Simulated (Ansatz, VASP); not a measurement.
**SiO2: VASP beside Ansatz**

```
CELL_PARAMETERS angstrom
0.00000 0.00000 4.76894
6.09382 0.00000 0.00000
0.00000 6.09382 0.00000
ATOMIC_POSITIONS crystal
Si 0.75000 0.34664 0.00000
Si 0.25000 0.65336 0.00000
Si 0.00000 0.00000 0.34664
Si 0.50000 0.00000 0.65336
O 0.50000 0.50000 0.09901
O 0.00000 0.50000 0.90099
O 0.87500 0.19625 0.19625
O 0.62500 0.19625 0.80375
O 0.12500 0.80375 0.19625
O 0.37500 0.80375 0.80375
O 0.75000 0.90099 0.50000
O 0.25000 0.09901 0.50000
```

Alike in both runs: task single point; functional PBE; k mesh 4 × 2 × 2; occupations gaussian, width 0.1 eV; no spin polarisation.

|  | VASP | Ansatz |
| --- | --- | --- |
| version | VASP 6.6.1 | Ansatz 0.2.0 |
| potentials or method | VASP PAW PBE potentials, release 64 (Si, O), cutoff 520 eV | scalar-relativistic, plane waves, PAW |
| valence electrons in the cell | 64 | 64 |

|  | VASP | Ansatz | Ansatz less VASP |
| --- | --- | --- | --- |
| gap on the k mesh at the Fermi level (eV) | 5.53 | 5.53 | 0.000 |
| least direct gap on the mesh (eV) | 5.53 | 5.53 | 0.000 |
| pressure (GPa) | 0.1 | 0.0 | -0.09 |
| traceless stress, the component that is largest in VASP (GPa) | 0.08 | -0.01 | -0.094 |
| rms of the force components (eV/Å) | 0.006 | 0.002 | -0.0040 |

Atom by atom the forces differ by 0.006 eV/Å (rms over components).

The k mesh is coarse, so the values compare programs but aren't converged.
